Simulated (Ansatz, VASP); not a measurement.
One calculation of Sn, two programs

INCAR

```
SYSTEM = Sn
ALGO = Normal
EDIFF = 1E-6
ENCUT = 520
GGA = PE
ISIF = 2
ISMEAR = 0
LASPH = .True.
LCHARG = .True.
LELF = .True.
LREAL = .False.
LVHAR = .True.
LWAVE = .False.
NBANDS = 21
NELM = 80
PREC = Accurate
SIGMA = 0.1
```

KPOINTS

```
k-points
0
Gamma
  14 14 14
  0 0 0
```

The input POSCAR:

```
Sn
1.0
   -2.8545823681      2.8545823681      1.5287727712
    2.8545823681     -2.8545823681      1.5287727712
    2.8545823681      2.8545823681     -1.5287727712
Sn
2
Direct
    0.7500000000      0.2500000000      0.5000000000
    0.0000000000      0.0000000000      0.0000000000
```

Input for Ansatz:

```yaml
crystal:
  lattice:
    - [-2.8545823681, 2.8545823681, 1.5287727712]
    - [2.8545823681, -2.8545823681, 1.5287727712]
    - [2.8545823681, 2.8545823681, -1.5287727712]
  atoms:
    - { symbol: Sn, position: [0.75, 0.25, 0.5] }
    - { symbol: Sn, position: [0.0, 0.0, 0.0] }
basis:
  ecutwfc: 420
kpoints:
  mp_grid: { grid: [14, 14, 14] }
hamiltonian:
  xc: pbe
scf:
  occupations: { method: gaussian, width: 0.1 }
output:
  forces: true
  stress: true
  eigenvalues: true
  populations: true
```

Alike in both runs: task single point; functional PBE; k mesh 14 × 14 × 14; occupations gaussian, width 0.1 eV; no spin polarisation.

```csv
,VASP,Ansatz
version,VASP 6.6.1,Ansatz 0.2.0
potentials or method,"VASP PAW PBE potentials, release 64 (Sn_d), cutoff 520 eV","scalar-relativistic, plane waves, PAW"
valence electrons in the cell,28,28
```

Ansatz gave:

| Item | Value |
| --- | --- |
| gap on the k mesh at the Fermi level (eV) | none |
| pressure (GPa) | 8.6 |
| traceless stress, the component that is largest in VASP (GPa) | 0.79 |

What did VASP give for the same quantities?

gap on the k mesh at the Fermi level (eV): none; pressure (GPa): 8.5; traceless stress, the component that is largest in VASP (GPa): 0.80.

A gap of «none» marks a metal or a gap that the smearing closes.
